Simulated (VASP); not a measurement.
Input of a VASP 6.6.1 run:

The input INCAR:

```
SYSTEM = CoH
PREC = Accurate ; ENCUT = 600
EDIFF = 1E-6 ; ISMEAR = -1
SIGMA = 0.1 ; LREAL = .False.
LASPH = .True. ; NELM = 150
ALGO = Normal ; ISIF = 3
LWAVE = .False. ; LCHARG = .False.
ISPIN = 2 ; MAGMOM = 2.5 0
LORBIT = 11 ; LMAXMIX = 4
GGA = CA ; IBRION = 2
NSW = 60 ; EDIFFG = -0.02
PSTRESS = 150.0
```

Contents of KPOINTS:

```
Automatic mesh
0
Gamma
  10 10 10
  0 0 0
```

The input POSCAR:

```
CoH
1.0
    0.0000000000      1.8450000000      1.8450000000
    1.8450000000      0.0000000000      1.8450000000
    1.8450000000      1.8450000000      0.0000000000
Co H
1 1
Direct
    0.0000000000      0.0000000000      0.0000000000
    0.5000000000      0.5000000000      0.5000000000
```

Potentials or basis: VASP PAW LDA potentials, release 64 (Co, H).

Run with:

```sh
$ cat potpaw_LDA.64/Co/POTCAR potpaw_LDA.64/H/POTCAR > POTCAR
$ mpirun -np 1 vasp_std > vasp.out
```

**Question.** Predict the space group after relaxing (to 0.05 Å).

**Answer.** Fm-3m (No. 225).

**Question.** Estimate the site moments.

**Answer.** Co +0.90; H -0.01 μB.

The path:
| step | energy change (eV) | largest force (eV/Å) | pressure (GPa) | volume (Å³) |
| --- | --- | --- | --- | --- |
| 1 | 0.0000 | 0.0000 | -14.68 | 12.56 |
| 2 | 0.0849 | 0.0000 | 36.42 | 10.56 |
| 3 | -0.0132 | 0.0000 | 14.92 | 11.19 |

Caveat: the cell is relaxed towards a set pressure, so the enthalpy falls and the energy may rise.
